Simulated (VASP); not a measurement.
# Mo (P-1) in VASP: notebook, part 2 of 2

VASP 6.6.1. The steps go on from the part before.

### 3 Single point, PBE

Input file INCAR:

```
PREC     = Accurate       # precision mode
ENCUT    = 520            # plane-wave cutoff, eV
EDIFF    = 1E-7           # SCF threshold, eV
ISMEAR   = -1             # smearing method
SIGMA    = 0.05           # smearing width, eV
LREAL    = F              # projectors in reciprocal space
LASPH    = T              # aspherical terms in the spheres
NELM     = 60             # most SCF steps
ALGO     = Fast           # electronic algorithm
ISIF     = 2              # what is computed and relaxed
LWAVE    = F              # write WAVECAR
LCHARG   = F              # write CHGCAR
GGA      = PE             # functional
NBANDS   = 13             # bands
```

Input file KPOINTS:

```
regular mesh
0
Gamma
  17 15 16
```

Input file POSCAR:

```
Mo
1.0
    0.1575306600      2.0190446400      1.9118309000
    2.1247256100     -0.0263960200      2.0957575800
    2.0299532600      2.1081989700      0.0683763300
Mo
1
Direct
    0.0000000000      0.0000000000      0.0000000000
```

Potentials or basis: VASP PAW PBE potentials, release 64 (Mo_sv).

Launch:

```
$ cat potpaw_PBE.64/Mo_sv/POTCAR > POTCAR
$ mpirun -np 1 vasp_std > vasp.out
```

OUTCAR:

```text
PREC = Accurate
   ENCUT = 520
   EDIFF = 1E-7
   ISMEAR = -1
   LREAL = F
   LASPH = T
   NELM = 60
   ISIF = 2
   GGA = PE

 ion  position               nearest neighbor table
   1  0.000  0.000  0.000-

  LATTYP: Found a triclinic cell.
 ALAT       =     2.9274371825
 B/A-ratio  =     1.0194990096
 C/A-ratio  =     0.8980940279
 COS(alpha) =     0.0143497125
 COS(beta)  =     0.5018909665
 COS(gamma) =     0.5036911362

  Lattice vectors:

 A1 = (   2.0299532600,   2.1081989700,   0.0683763300)
 A2 = (   2.1247256100,  -0.0263960200,   2.0957575800)
 A3 = (   1.8724226000,   0.0891543300,  -1.8434545700)

Analysis of symmetry for initial positions (statically):
=====================================================================
 Subroutine PRICEL returns:
 Original cell was already a primitive cell.

 Routine SETGRP: Setting up the symmetry group for a
 triclinic supercell.

 Subroutine GETGRP returns: Found  2 space group operations
 (whereof  2 operations were pure point group operations)
 out of a pool of  2 trial point group operations.

The static configuration has the point symmetry S_2 .
[... 169 lines left out ...]
      1     -49.2344      2.00000
      2     -22.7187      2.00000
      3     -22.6297      2.00000
      4     -22.3470      2.00000
      5       4.8949      2.00000
      6       9.9223      2.00000
      7      10.0614      2.00000
      8      12.2864      0.00006
      9      13.2790      0.00000
     10      14.0564      0.00000
     11      24.5860      0.00000
     12      28.7462      0.00000
     13      29.0210      0.00000
[... 354 lines left out ...]
  band No.  band energies     occupation
      1     -49.1270      2.00000
      2     -22.9945      2.00000
      3     -22.7728      2.00000
      4     -22.6842      2.00000
      5       6.5381      2.00000
      6      10.2835      2.00000
      7      11.0861      2.00000
      8      11.5929      1.94019
      9      12.3566      0.00002
     10      13.5424      0.00000
     11      26.1797      0.00000
     12      28.9952      0.00000
     13      31.3321      0.00000

 [... further k-points ...]

------------------------ aborting loop because EDIFF is reached ----------------------------------------

  FORCE on cell =-STRESS in cart. coord.  units (eV):
  Direction    XX          YY          ZZ          XY          YZ          ZX
  --------------------------------------------------------------------------------------
  -------------------------------------------------------------------------------------
  Total       -0.0794866      0.2557241     -0.4069373      0.2799723     -0.0827363     -0.1318878
  in kB       -7.8292340     25.1881962    -40.0823269     27.5765858     -8.1493227    -12.9906269
  external PRESSURE =      -7.5744549 kB  Pullay stress =       0.0000000 kB

 VOLUME and BASIS-vectors are now :
 -----------------------------------------------------------------------------
  energy-cutoff  :      520.00
  volume of cell :       16.27
      direct lattice vectors                 reciprocal lattice vectors
     0.157530660  2.019044640  1.911830900    -0.271734545  0.252610808  0.278672148
     2.124725610 -0.026396020  2.095757580     0.239298271 -0.237926770  0.231551836
     2.029953260  2.108198970  0.068376330     0.263239242  0.229431467 -0.263988109

 POSITION                                       TOTAL-FORCE (eV/Angst)
 -----------------------------------------------------------------------------------
      0.00000      0.00000      0.00000        -0.000000      0.000000      0.000000
 -----------------------------------------------------------------------------------
    total drift:                                0.000000      0.000000      0.000000

  FREE ENERGIE OF THE ION-ELECTRON SYSTEM (eV)
  ---------------------------------------------------
  free  energy   TOTEN  =       -10.5563662059 eV

  energy  without entropy=      -10.5479953867  energy(sigma->0) =      -10.55218080
```

OSZICAR:

```text
N       E                     dE             d eps       ncg     rms          rms(c)
DAV:   1     0.929992102743E+02    0.92999E+02   -0.80451E+03 53500   0.110E+03
DAV:   2    -0.999432262435E+01   -0.10299E+03   -0.99220E+02 61296   0.309E+02
DAV:   3    -0.111710417007E+02   -0.11767E+01   -0.11729E+01 59556   0.331E+01
DAV:   4    -0.111737931807E+02   -0.27515E-02   -0.27514E-02 58866   0.194E+00
DAV:   5    -0.111738116760E+02   -0.18495E-04   -0.18496E-04 60376   0.142E-01    0.133E+01
RMM:   6    -0.106307517837E+02    0.54306E+00   -0.66227E-01 53086   0.758E+00    0.389E+00
RMM:   7    -0.105593756732E+02    0.71376E-01   -0.18759E-01 54352   0.397E+00    0.963E-01
RMM:   8    -0.105565535903E+02    0.28221E-02   -0.10070E-02 60246   0.110E+00    0.140E-01
RMM:   9    -0.105563716023E+02    0.18199E-03   -0.11689E-03 60641   0.365E-01    0.534E-02
RMM:  10    -0.105563674948E+02    0.41075E-05   -0.15470E-04 62130   0.140E-01    0.168E-02
RMM:  11    -0.105563673164E+02    0.17844E-06   -0.14143E-05 61651   0.409E-02    0.819E-03
RMM:  12    -0.105563662126E+02    0.11037E-05   -0.41180E-06 62153   0.207E-02    0.141E-03
RMM:  13    -0.105563662059E+02    0.67860E-08   -0.65492E-07 49599   0.822E-03
   1 F= -.10556366E+02 E0= -.10552181E+02  d E =-.837082E-02
```

stdout:

```text
POSCAR found type information on POSCAR Mo
 POSCAR found :  1 types and       1 ions
 scaLAPACK will be used
 LDA part: xc-table for (Slater+PW92), standard interpolation
 POSCAR, INCAR and KPOINTS ok, starting setup
 FFT: planning ... GRIDC
 FFT: planning ... GRID_SOFT
 FFT: planning ... GRID
 WAVECAR not read
 entering main loop
WARNING in EDDRMM: call to ZHEGV failed, returncode =   8  4     13
WARNING in EDDRMM: call to ZHEGV failed, returncode =   8  4     13
```

Wall time 2.1 min (1 thread of Intel Xeon 6975P-C (Granite Rapids), shared host); peak memory 0.49 GiB.

Results:

- Free energy: -10.5564 eV
- Pressure: -0.8 GPa
- Band gap on the k mesh: zero (bands 7 and 8 overlap by 3.97 eV)

Stress tensor (GPa, compression positive):
```
-0.78  2.76 -1.30
 2.76  2.52 -0.81
-1.30 -0.81 -4.01
```

Caveat: the stress differs along the axes, from -4 to 3 GPa.

### 4 Single point, PBE

Input file INCAR:

```
ALGO     = Fast           # electronic algorithm
EDIFF    = 1E-6           # SCF threshold, eV
ENCUT    = 520            # plane-wave cutoff, eV
GGA      = PE             # functional
ISIF     = 2              # what is computed and relaxed
ISMEAR   = -1             # smearing method
LASPH    = True           # aspherical terms in the spheres
LCHARG   = True           # write CHGCAR
LELF     = True           # ELF
LREAL    = False          # projectors in reciprocal space
LVHAR    = True         
LWAVE    = False          # write WAVECAR
NBANDS   = 13             # bands
NELM     = 60             # most SCF steps
PREC     = Accurate       # precision mode
SIGMA    = 0.05           # smearing width, eV
```

Input file KPOINTS:

```
k-points
0
Gamma
  20 18 19
```

POSCAR is that of step 3.

Potentials or basis: VASP PAW PBE potentials, release 64 (Mo_sv).

Launch:

```
$ cat potpaw_PBE.64/Mo_sv/POTCAR > POTCAR
$ mpirun -np 1 vasp_std > vasp.out
```

OUTCAR:

```text
EDIFF = 1E-6
   ENCUT = 520
   GGA = PE
   ISIF = 2
   ISMEAR = -1
   LASPH = True
   LREAL = False
   NELM = 60
   PREC = Accurate

 ion  position               nearest neighbor table
   1  0.000  0.000  0.000-

  LATTYP: Found a triclinic cell.
 ALAT       =     2.9274371825
 B/A-ratio  =     1.0194990096
 C/A-ratio  =     0.8980940279
 COS(alpha) =     0.0143497125
 COS(beta)  =     0.5018909665
 COS(gamma) =     0.5036911362

  Lattice vectors:

[... 566 lines left out ...]
     13      29.5971      0.00000

 [... further k-points ...]

------------------------ aborting loop because EDIFF is reached ----------------------------------------

  FORCE on cell =-STRESS in cart. coord.  units (eV):
  Direction    XX          YY          ZZ          XY          YZ          ZX
  --------------------------------------------------------------------------------------
  -------------------------------------------------------------------------------------
  Total       -0.1048533      0.2513341     -0.3927605      0.2892235     -0.1026091     -0.1277604
  in kB      -10.3277914     24.7557878    -38.6859473     28.4878074    -10.1067482    -12.5840880
  external PRESSURE =      -8.0859836 kB  Pullay stress =       0.0000000 kB

 VOLUME and BASIS-vectors are now :
 -----------------------------------------------------------------------------
  energy-cutoff  :      520.00
  volume of cell :       16.27
      direct lattice vectors                 reciprocal lattice vectors
     0.157530660  2.019044640  1.911830900    -0.271734545  0.252610808  0.278672148
     2.124725610 -0.026396020  2.095757580     0.239298271 -0.237926770  0.231551836
     2.029953260  2.108198970  0.068376330     0.263239242  0.229431467 -0.263988109

 POSITION                                       TOTAL-FORCE (eV/Angst)
 -----------------------------------------------------------------------------------
      0.00000      0.00000      0.00000         0.000000     -0.000000     -0.000000
 -----------------------------------------------------------------------------------
    total drift:                               -0.000000      0.000000      0.000000

  FREE ENERGIE OF THE ION-ELECTRON SYSTEM (eV)
  ---------------------------------------------------
  free  energy   TOTEN  =       -10.5562051598 eV

  energy  without entropy=      -10.5477796732  energy(sigma->0) =      -10.55199242
```

stdout:

```text
POSCAR found type information on POSCAR Mo
 POSCAR found :  1 types and       1 ions
 scaLAPACK will be used
 LDA part: xc-table for (Slater+PW92), standard interpolation
 POSCAR, INCAR and KPOINTS ok, starting setup
 FFT: planning ... GRIDC
 FFT: planning ... GRID_SOFT
 FFT: planning ... GRID
 WAVECAR not read
 entering main loop
```

Wall time 3.5 min (1 thread of Intel Xeon 6975P-C (Granite Rapids), shared host); peak memory 0.73 GiB.

What came out:

```yaml
Free_energy: -10.5562 eV
Pressure: -0.8 GPa
Band_gap_on_the_k_mesh: zero (bands 7 and 8 overlap by 3.95 eV)
```

Stress tensor (GPa, compression positive):
```
-1.03  2.85 -1.26
 2.85  2.48 -1.01
-1.26 -1.01 -3.87
```

Caveat: the stress differs along the axes, from -4 to 2 GPa.

### 5 Overview

| k mesh | further INCAR settings | gap on the mesh (eV) | pressure (GPa) |
| --- | --- | --- | --- |
| 14 × 12 × 13 | ALGO = Fast; EDIFF = 1e-06; NBANDS = 13 | none | -0.8 |
| 17 × 15 × 16 | ALGO = Fast; EDIFF = 1e-07; NBANDS = 13 | none | -0.8 |
| 20 × 18 × 19 | ALGO = Fast; EDIFF = 1e-06; NBANDS = 13 | none | -0.8 |

Alike in all rows: task single point; level PBE; potentials or basis VASP PAW PBE potentials, release 64 (Mo_sv); no spin polarisation; cell as given; cutoff (eV) 520; smearing fermi-dirac 0.05 eV.

Caveats: the stress differs along the axes, from -4 to 3 GPa (at least some runs); the stress differs along the axes, from -4 to 2 GPa (at least some runs).

Absolute energies hang on the potentials; compare differences alone.
